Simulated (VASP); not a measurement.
A run of VASP 6.6.1 is set up as follows.

INCAR

```
SYSTEM = As
PREC     = Accurate       ! precision mode
ENCUT    = 520            ! plane-wave cutoff, eV
EDIFF    = 1E-6           ! SCF threshold, eV
ISMEAR   = 0              ! smearing method
SIGMA    = 0.013000000000000001 ! smearing width, eV
LREAL    = .FALSE.        ! projectors in reciprocal space
LASPH    = .TRUE.         ! aspherical terms in the spheres
NELM     = 100            ! most SCF steps
ALGO     = Normal         ! electronic algorithm
ISIF     = 2              ! what is computed and relaxed
LWAVE    = .FALSE.        ! write WAVECAR
LCHARG   = .FALSE.        ! write CHGCAR
GGA      = PE             ! functional
NBANDS   = 8              ! bands
```

File KPOINTS:

```
regular mesh
0
G
  10 10 10
  0 0 0
```

POSCAR

```
As
1.0
    2.7036817444      0.0000000000      0.0000000000
    0.0000000000      2.7036817444      0.0000000000
    0.0000000000      0.0000000000      2.7036817444
As
1
Direct
    0.5000000000      0.5000000000      0.5000000000
```

Potentials or basis: VASP PAW PBE potentials, release 64 (As).

The run is started by

```console
$ cat potpaw_PBE.64/As/POTCAR > POTCAR
$ mpirun -np 1 vasp_std > vasp.out
```

Task: Predict the pressure.

Result: 2.5 GPa.
